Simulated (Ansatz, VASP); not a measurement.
**Al in VASP and in Ansatz**

```xyz
1
Lattice="0.0000 2.0341 2.0240 2.0240 0.0000 2.0240 2.0240 2.0341 0.0000" Properties=species:S:1:pos:R:3 pbc="T T T"
Al    0.0000    0.0000    0.0000
```

Change from the starting cell: strain +0.0050 x Voigt [0, 1, 0, 0, 0, 0], atoms carried along.

Alike in both runs: task single point; functional PBE; k mesh 20 × 20 × 20; occupations gaussian, width 0.15 eV; no spin polarisation.

```csv
,VASP,Ansatz
version,VASP 6.6.1,Ansatz 0.2.0
potentials or method,"VASP PAW PBE potentials, release 64 (Al), cutoff 520 eV","scalar-relativistic, plane waves, PAW"
valence electrons in the cell,3,3
```

```tsv
	VASP	Ansatz	Ansatz less VASP
gap on the k mesh at the Fermi level (eV)	none	none	-
pressure (GPa)	-0.8	-0.8	+0.04
```

A gap of «none» marks a metal or a gap that the smearing closes.
